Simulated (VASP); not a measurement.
# Al in VASP: notebook

Al is run at these levels: PBE; tasks: single point.

Everything below comes from runs of VASP 6.6.1. Logs are shortened: lines on timing, memory, paths and dates and some standing lists are left out, and cuts for length are marked.

## (1) The cell of the first run

Symmetry: C2/c, No. 15, monoclinic system. Conventional cell: a = 2.818 Å, b = 5.089 Å, c = 4.674 Å, α = 90.00°, β = 93.32°, γ = 90.00°. Al (site symmetry 2) has 12 Al at 2.80 to 2.93 Å within 3.7 Å.

## (2) Single point, PBE

INCAR reads:

```
PREC = Accurate ; ENCUT = 520
EDIFF = 1E-6 ; ISMEAR = 0
SIGMA = 0.1 ; LREAL = F
LASPH = T ; NELM = 80
ALGO = Normal ; ISIF = 2
LWAVE = F ; LCHARG = F
GGA = PE ; NBANDS = 10
```

KPOINTS reads:

```
Automatic mesh
0
Gamma
  8 8 4
```

POSCAR reads:

```
Al
1.0
    1.4088667967     -2.5446446430      0.0000000000
    1.4088667967      2.5446446430      0.0000000000
   -0.2710813642      0.0000000000      4.6663966741
Al
2
Direct
    0.6633834130      0.3366165870      0.7500000000
    0.3366165870      0.6633834130      0.2500000000
```

Potentials or basis: VASP PAW PBE potentials, release 64 (Al).

Started as:

```console
$ cat potpaw_PBE.64/Al/POTCAR > POTCAR
$ mpirun -np 1 vasp_std > vasp.out
```

OUTCAR:

```text
PREC = Accurate
   ENCUT = 520
   EDIFF = 1E-6
   ISMEAR = 0
   LREAL = F
   LASPH = T
   NELM = 80
   ISIF = 2
   GGA = PE

 ion  position               nearest neighbor table
   1  0.663  0.337  0.750-   2 2.80   2 2.80   2 2.87   2 2.87   2 2.93   2 2.93
   2  0.337  0.663  0.250-   1 2.80   1 2.80   1 2.87   1 2.87   1 2.93   1 2.93

  LATTYP: Found a base centered monoclinic cell.
 ALAT       =     2.8177335934
 B/A-ratio  =     1.8061641093
 C/A-ratio  =     1.6588736114
 COS(beta)  =    -0.0579944500

  Lattice vectors:

 A1 = (   1.4088667967,  -2.5446446430,   0.0000000000)
 A2 = (   1.4088667967,   2.5446446430,   0.0000000000)
 A3 = (  -0.2710813642,   0.0000000000,   4.6663966741)

Analysis of symmetry for initial positions (statically):
=====================================================================
 Subroutine PRICEL returns:
 Original cell was already a primitive cell.

 Routine SETGRP: Setting up the symmetry group for a
 base centered monoclinic supercell.

 Subroutine GETGRP returns: Found  4 space group operations
 (whereof  2 operations were pure point group operations)
 out of a pool of  4 trial point group operations.

The static configuration has the point symmetry S_2 .
 The point group associated with its full space group is C_2h.

Analysis of symmetry for dynamics (positions and initial velocities):
=====================================================================
 Subroutine PRICEL returns:
 Original cell was already a primitive cell.

 Routine SETGRP: Setting up the symmetry group for a
 base centered monoclinic supercell.

 Subroutine GETGRP returns: Found  4 space group operations
 (whereof  2 operations were pure point group operations)
 out of a pool of  4 trial point group operations.

The dynamic configuration has the point symmetry S_2 .
 The point group associated with its full space group is C_2h.

 Subroutine INISYM returns: Found  4 space group operations
 (whereof  2 operations are pure point group operations),
 and found     1 'primitive' translations

----------------------------------------------------------------------------------------

                                     Primitive cell

  volume of cell :      33.4587

  direct lattice vectors                    reciprocal lattice vectors
     1.408866797 -2.544644643  0.000000000     0.354895155 -0.196491090  0.020616649
     1.408866797  2.544644643  0.000000000     0.354895155  0.196491090  0.020616649
    -0.271081364  0.000000000  4.666396674     0.000000000  0.000000000  0.214298113

  length of vectors
     2.908628888  2.908628888  4.674263902     0.406182675  0.406182675  0.214298113

  position of ions in fractional coordinates (direct lattice)
     0.663383413  0.336616587  0.750000000
     0.336616587  0.663383413  0.250000000

  ion indices of the primitive-cell ions
   primitive index   ion index
                 1           1
                 2           2

----------------------------------------------------------------------------------------

 KPOINTS: Automatic mesh

Automatic generation of k-mesh.
 Grid dimensions read from file:
 generate k-points for:    8    8    4

 Generating k-lattice:

  Cartesian coordinates                     Fractional coordinates (reciprocal lattice)
     0.044361894 -0.024561386  0.002577081     0.125000000 -0.000000000  0.000000000
     0.044361894  0.024561386  0.002577081    -0.000000000  0.125000000  0.000000000
     0.000000000  0.000000000  0.053574528     0.000000000  0.000000000  0.250000000

  Length of vectors
     0.050772834  0.050772834  0.053574528

  Shift w.r.t. Gamma in fractional coordinates (k-lattice)
     0.000000000  0.000000000  0.000000000

 Subroutine IBZKPT returns following result:
 ===========================================

 Found     78 irreducible k-points:

 Following reciprocal coordinates:
            Coordinates               Weight
  0.000000  0.000000  0.000000      1.000000
  0.125000  0.000000 -0.000000      4.000000
  0.250000  0.000000 -0.000000      4.000000
  0.375000  0.000000 -0.000000      4.000000
  0.500000  0.000000 -0.000000      2.000000
  0.125000  0.125000 -0.000000      2.000000
[... 16 lines left out ...]
  0.125000  0.000000  0.250000      4.000000
  0.250000  0.000000  0.250000      4.000000
 [... further k-points ...]
   k-points           NKPTS =     78   k-points in BZ     NKDIM =     78   number of bands    NBANDS=     10
   number of dos      NEDOS =    301   number of ions     NIONS =      2
   total plane-waves  NPLWV =  20736
   dimension x,y,z NGX =    24 NGY =   24 NGZ =   36
   dimension x,y,z NGXF=    48 NGYF=   48 NGZF=   72
   ions per type =               2
   NGX,Y,Z   is equivalent  to a cutoff of  13.72, 13.72, 12.80 a.u.
   NGXF,Y,Z  is equivalent  to a cutoff of  27.43, 27.43, 25.61 a.u.
 SYSTEM =  unknown system
   PREC   = accura    normal or accurate (medium, high low for compatibility)
   ISTART =      0    job   : 0-new  1-cont  2-samecut
   ICHARG =      2    charge: 1-file 2-atom 10-const
   ISPIN  =      1    spin polarized calculation?
   LNONCOLLINEAR =      F non collinear calculations
   LSORBIT =      F    spin-orbit coupling
   LASPH  =      T    aspherical Exc in radial PAW
   ENCUT  =  520.0 eV  38.22 Ry    6.18 a.u.   5.41  5.41  8.69*2*pi/ulx,y,z
   NELM   =     80;   NELMIN=  2; NELMDL= -5     # of ELM steps
   EDIFF  = 0.1E-05   stopping-criterion for ELM
   LREAL  =      F    real-space projection
   EDIFFG = 0.1E-04   stopping-criterion for IOM
   NSW    =      0    number of steps for IOM
   IBRION =     -1    ionic relax: 0-MD 1-quasi-New 2-CG
   NFREE  =      0    steps in history (QN), initial steepest desc. (CG)
   ISIF   =      2    stress and relaxation
   ISYM   =      2    0-nonsym 1-usesym 2-fastsym
   POTIM  = 0.5000    time-step for ionic-motion
   TEBEG  =    0.0;   TEEND  =   0.0 temperature during run
   PSTRESS=    0.0 pullay stress
   NELECT =       6.0000    total number of electrons
   NUPDOWN=      -1.0000    fix difference up-down
   EMIN   =  10.00;   EMAX   =-10.00  energy-range for DOS
   EFERMI =   0.00;   METHOD = LEGACY
   ISMEAR =     0;   SIGMA  =   0.10  broadening in eV -4-tet -1-fermi 0-gaus
   EFERMI_NEDOS =   21; number of points for ismear=-14 and -15
   IALGO  =     38    algorithm
   IMIX   =      4    mixing-type and parameters
     AMIX     =   0.40;   BMIX     =  1.00
     AMIX_MAG =   1.60;   BMIX_MAG =  1.00
  volume/ion in A,a.u.               =      16.73       112.90
  Fermi-wavevector in a.u.,A,eV,Ry     =   0.923186  1.744568 11.595859  0.852272
  Thomas-Fermi vector in A             =   2.048794
   LORBIT       =      0    0 simple, 1 ext, 2 COOP (PROOUT), +10 PAW based schemes
   GGA     = PE    functional components
   LHFCALC =     F    Hartree Fock is set to
   AEXX    =    0.0000 exact exchange contribution
   IVDW    =     0    specifies the selected vdW correction
   LEPSILON=     F    determine dielectric tensor
   LRPA    =     F    only Hartree local field effects (RPA)
 non-spin polarized calculation
 Gauss-broadening in eV      SIGMA  =   0.10
  energy-cutoff  :      520.00
  volume of cell :       33.46
 maximum number of plane-waves:       915
 NGX is ok and might be reduce to    24

 number of electron       6.0000000 magnetization

 Free energy of the ion-electron system (eV)
  ---------------------------------------------------
  ext. energy  EPLUGINS =         0.00000000
  ---------------------------------------------------
  free energy    TOTEN  =        -7.36160372 eV

  energy without entropy =       -7.35617897  energy(sigma->0) =       -7.35889135

 E-fermi :   7.8320     XC(G=0): -10.1475

 val. band max:        7.8119516860   @ k =   0.3750   0.2500   0.2500
 cond. band min:       7.8529809211   @ k =   0.3750   0.2500   0.5000
 fundamental gap:      0.0410292351
 Fermi energy:         7.8320386284

 k-point     1 :       0.0000    0.0000    0.0000
  band No.  band energies     occupation
      1      -3.1858      2.00000
      2       3.3585      2.00000
      3       3.5727      2.00000
      4      17.6335      0.00000
      5      18.0692      0.00000
      6      18.7540      0.00000
      7      19.2921      0.00000
      8      20.0109      0.00000
      9      21.7376      0.00000
     10      22.1324      0.00000

 k-point     2 :       0.1250    0.0000   -0.0000
  band No.  band energies     occupation
      1      -2.8048      2.00000
      2       3.6358      2.00000
      3       4.0205      2.00000
      4      14.5692      0.00000
      5      15.7349      0.00000
      6      17.6031      0.00000
      7      19.3795      0.00000
      8      20.8502      0.00000
      9      21.1506      0.00000
     10      21.2766      0.00000

 k-point     3 :       0.2500    0.0000   -0.0000
  band No.  band energies     occupation
      1      -1.6680      2.00000
      2       4.5749      2.00000
      3       5.2262      2.00000
      4      10.1258      0.00000
      5      14.1584      0.00000
      6      15.1554      0.00000
      7      15.9254      0.00000
      8      17.4331      0.00000
      9      19.7185      0.00000
     10      20.1747      0.00000

 k-point     4 :       0.3750    0.0000   -0.0000
  band No.  band energies     occupation
      1       0.2058      2.00000
      2       5.7920      2.00000
      3       6.3263      2.00000
      4       7.4598      2.00000
      5      11.6677      0.00000
      6      12.9417      0.00000
      7      13.3696      0.00000
      8      15.2434      0.00000
      9      18.8752      0.00000
     10      19.1316      0.00000

 k-point     5 :       0.5000    0.0000   -0.0000
  band No.  band energies     occupation
      1       2.7013      2.00000
      2       2.8653      2.00000
      3       8.1981      0.00000
      4       9.0542      0.00000
      5       9.5490      0.00000
      6      10.2407      0.00000
      7      12.9671      0.00000
      8      14.7532      0.00000
      9      18.6034      0.00000
     10      18.7682      0.00000

 k-point     6 :       0.1250    0.1250   -0.0000
  band No.  band energies     occupation
      1      -2.0217      2.00000
      2       4.2405      2.00000
      3       4.8970      2.00000
      4      12.3452      0.00000
      5      12.4064      0.00000
      6      17.2518      0.00000
      7      17.7349      0.00000
      8      18.9418      0.00000
      9      19.4091      0.00000
     10      19.4138      0.00000
[... 183 lines left out ...]
 k-point    21 :       0.5000    0.5000   -0.0000
  band No.  band energies     occupation
      1       2.2548      2.00000
      2       2.5818      2.00000
      3       8.2135      0.00000
      4       8.8641      0.00000
      5       9.1959      0.00000
      6       9.2999      0.00000
      7      14.1413      0.00000
      8      15.6593      0.00000
      9      19.3665      0.00000
     10      19.4171      0.00000

 k-point    22 :       0.0000    0.0000    0.2500
  band No.  band energies     occupation
      1      -2.7614      2.00000
      2       0.5897      2.00000
      3       7.0881      2.00000
      4      16.2186      0.00000
      5      17.9907      0.00000
      6      18.4199      0.00000
      7      19.0862      0.00000
      8      19.6470      0.00000
      9      20.7302      0.00000
     10      21.1571      0.00000

 k-point    23 :       0.1250    0.0000    0.2500
  band No.  band energies     occupation
      1      -2.3410      2.00000
      2       0.8425      2.00000
      3       7.6201      1.99728
      4      14.6288      0.00000
      5      16.0321      0.00000
      6      16.3622      0.00000
      7      17.9885      0.00000
      8      19.0445      0.00000
      9      19.1449      0.00000
     10      21.1875      0.00000

 k-point    24 :       0.2500    0.0000    0.2500
  band No.  band energies     occupation
      1      -1.1679      2.00000
      2       1.8325      2.00000
      3       8.7171      0.00000
      4      10.3965      0.00000
      5      14.0701      0.00000
      6      14.6119      0.00000
      7      16.0094      0.00000
      8      17.4077      0.00000
      9      17.5774      0.00000
     10      18.8260      0.00000

 [... further k-points ...]
[... 5 lines left out ...]
  --------------------------------------------------------------------------------------
  -------------------------------------------------------------------------------------
  Total       -0.0579977     -0.1560133      0.2162811      0.0000000      0.0000000     -0.6451419
  in kB       -2.7772368     -7.4707393     10.3566749      0.0000000      0.0000000    -30.8927881
  external PRESSURE =       0.0362329 kB  Pullay stress =       0.0000000 kB

 VOLUME and BASIS-vectors are now :
 -----------------------------------------------------------------------------
  energy-cutoff  :      520.00
  volume of cell :       33.46
      direct lattice vectors                 reciprocal lattice vectors
     1.408866797 -2.544644643  0.000000000     0.354895155 -0.196491090  0.020616649
     1.408866797  2.544644643  0.000000000     0.354895155  0.196491090  0.020616649
    -0.271081364  0.000000000  4.666396674     0.000000000  0.000000000  0.214298113

 POSITION                                       TOTAL-FORCE (eV/Angst)
 -----------------------------------------------------------------------------------
      1.20556     -0.83151      3.49980        -0.000000     -0.001155     -0.000000
      1.34110      0.83151      1.16660         0.000000      0.001155      0.000000
 -----------------------------------------------------------------------------------
    total drift:                               -0.000000     -0.000000      0.000000

  FREE ENERGIE OF THE ION-ELECTRON SYSTEM (eV)
  ---------------------------------------------------
  free  energy   TOTEN  =        -7.3616037209 eV

  energy  without entropy=       -7.3561789737  energy(sigma->0) =       -7.35889135
```

It took 6.4 s on 1 thread of Intel Xeon 6975P-C (Granite Rapids), shared host; peak memory 0.15 GiB.

What came out:

- Free energy: -7.3616 eV
- Pressure: 0.0 GPa
- Band gap on the k mesh: zero (band 3 reaches 11.93 eV, above the bottom of band 4 at 4.37 eV)

## (3) Single point, PBE

This run uses another cell than the first one: it holds 4 atoms, not 2.

INCAR reads:

```
  PREC = Accurate
  ENCUT = 520
  EDIFF = 1E-7
  ISMEAR = 0
  SIGMA = 0.2
  LREAL = F
  LASPH = T
  NELM = 100
  ALGO = Normal
  ISIF = 2
  LWAVE = F
  LCHARG = F
  GGA = PE
  NBANDS = 14
```

KPOINTS reads:

```
regular mesh
0
Gamma
  8 4 4
```

POSCAR reads:

```
Al
1.0
    0.0001351755     -2.8168634972     -0.0700187383
   -5.0892864575      0.0005223854      0.0053401731
   -0.0021120758     -0.1550410279     -4.6716914330
Al
4
Direct
   -0.2491053730     -0.0870102231     -0.0002805678
    1.2498429878      0.0869375993      0.5002041025
    1.2498531974      0.4130292247     -0.0002275680
    0.7494091877      0.5870433990      0.5003040333
```

Potentials or basis: VASP PAW PBE potentials, release 64 (Al).

Started as:

```console
$ cat potpaw_PBE.64/Al/POTCAR > POTCAR
$ mpirun -np 1 vasp_std > vasp.out
```

It took 18 s on 1 thread of Intel Xeon 6975P-C (Granite Rapids), shared host; peak memory 0.19 GiB.

It converged, with:

| Item | Value |
| --- | --- |
| Free energy | -14.8348 eV |
| Pressure | 0.0 GPa |
| Largest force | 0.016 eV/Å |
| Band gap on the k mesh | zero (band 6 reaches 10.88 eV, above the bottom of band 7 at 5.19 eV) |

Forces in eV/Å, atoms in the order of the input:
```
Al   0.000  0.006 -0.015
Al  -0.003 -0.003  0.015
Al   0.002  0.001 -0.014
Al   0.001 -0.003  0.015
```

Stress tensor (GPa, compression positive):
```
-0.10  0.03  0.04
 0.03  0.13  0.00
 0.04  0.00 -0.04
```

Levels at points of the mesh, in eV from the Fermi level:
| k point | band 2 | band 3 | band 4 | band 5 | band 6 | band 7 | band 8 | band 9 | band 10 | band 11 |
| --- | --- | --- | --- | --- | --- | --- | --- | --- | --- | --- |
| (0.00, 0.00, 0.00) | -5.54 | -5.22 | -4.44 | -4.22 | 0.42 | 1.07 | 1.39 | 1.50 | 6.34 | 7.86 |
| (0.50, 0.00, 0.00) | -6.38 | -1.38 | -1.38 | -0.80 | -0.79 | -0.45 | -0.44 | 1.07 | 1.07 | 4.47 |
| (0.00, 0.50, 0.00) | -9.56 | -3.12 | -3.12 | -2.85 | -2.85 | 1.48 | 1.48 | 7.38 | 7.38 | 7.40 |
| (0.50, 0.50, 0.00) | -5.09 | -4.93 | -4.93 | 0.39 | 0.40 | 1.25 | 1.26 | 1.75 | 1.75 | 2.44 |
| (0.00, 0.00, 0.50) | -9.29 | -4.04 | -4.03 | -3.43 | -3.41 | 3.59 | 3.60 | 7.29 | 7.29 | 8.31 |
| (0.50, 0.00, 0.50) | -5.06 | -4.46 | -4.46 | 0.20 | 0.20 | 0.35 | 0.35 | 1.12 | 1.13 | 1.21 |
| (0.00, 0.50, 0.50) | -7.89 | -7.88 | -7.88 | 2.88 | 2.88 | 2.90 | 2.90 | 5.00 | 5.01 | 5.02 |
| (0.50, 0.50, 0.50) | -3.95 | -3.52 | -3.50 | -3.36 | -3.36 | -2.61 | -2.60 | 6.50 | 6.50 | 6.54 |
